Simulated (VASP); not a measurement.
# KCl: single point with r2SCAN

KCl:

```
CELL_PARAMETERS angstrom
0.00000 3.18766 3.15610
3.15610 0.00000 3.15610
3.15610 3.18766 0.00000
ATOMIC_POSITIONS crystal
K 0.00000 0.00000 0.00000
Cl 0.50000 0.50000 0.50000
```

This cell differs from its parent crystal: strain +0.0100 x Voigt [0, 1, 0, 0, 0, 0].

```
Program                : VASP 6.6.1
Task                   : single point
Functional             : r2SCAN
Potentials or basis    : VASP PAW PBE potentials, release 64 (K_sv, Cl)
Cutoff                 : 520 eV
k mesh                 : 6 × 6 × 6
Occupations            : gaussian, width 0.05 eV
Spin                   : no spin polarisation
Dipole correction      : no
Further INCAR settings : ALGO = Normal; EDIFF = 1e-06; NBANDS = 15
```

```
Pressure               : -0.4 GPa
Band gap on the k mesh : 5.76 eV
```

Stress tensor (GPa, compression positive):
```
-0.25  0.00  0.00
 0.00 -0.61  0.00
 0.00  0.00 -0.25
```

Levels at points of the mesh, in eV from the valence-band top:
```csv
k point,band 4,band 5,band 6,band 7,band 8,band 9,band 10,band 11,band 12,band 13
"(0.00, 0.00, 0.00)",-11.01,-11.01,-0.01,0.00,0.00,5.76,8.98,9.04,9.04,10.03
"(0.50, 0.00, 0.00)",-11.01,-10.80,-1.01,-0.31,-0.31,8.07,9.16,11.25,11.27,12.07
"(0.50, 0.50, 0.00)",-11.06,-11.06,-0.65,-0.23,-0.23,7.04,9.13,10.59,11.08,11.48
"(0.50, 0.00, 0.50)",-11.06,-11.06,-0.67,-0.22,-0.22,7.06,9.12,10.53,11.06,11.48
```

Wall time 56 s on 1 thread of Intel(R) Xeon(R) 6975P-C (Granite Rapids), with other jobs on the host, peak memory 0.22 GiB.

Caveat: the cell differs from its parent crystal (strain +0.0100 x Voigt [0, 1, 0, 0, 0, 0]); the PAW data sets were made with another functional, which shifts forces and pressure a little.
